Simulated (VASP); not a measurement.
The system is SnO.

```
Sn O
1.0
     3.07144    0.00000    0.00000
     0.00000    3.07144    0.00000
     0.00000    0.00000    3.12898
Sn O
1 1
Direct
  0.00000 0.00000 0.00000
  0.50000 0.50000 0.50000
```

This cell differs from its parent crystal: epitaxial xy strain -1.0%.

Base run:

| Property | Result |
| --- | --- |
| Program | VASP 6.6.1 |
| Functional | r2SCAN |
| Potentials or basis | VASP PAW PBE potentials, release 64 (Sn_d, O) |
| Cutoff | 660 eV |
| k mesh | 8 × 8 × 8 |
| Occupations | fermi-dirac, width 0.02 eV |
| Spin | no spin polarisation |

Its results: band gap on the k mesh zero (bands 10 and 11 overlap by 0.17 eV); pressure 1.5 GPa.

Task: The run is repeated on the same cell with these changes: functional from r2SCAN to PBE; cutoff from 660 eV to 600 eV. What comes out?

Result: Band gap on the k mesh zero (bands 10 and 11 overlap by 0.25 eV); pressure 4.3 GPa.

Caveats: semilocal functionals underestimate gaps, so a narrow gap can read as zero; spin-orbit coupling is left out, which moves the levels of the heavy elements; the PAW data sets were made with another functional, which shifts forces and pressure a little (at least some runs); the cell stands under pressure (at least some runs).
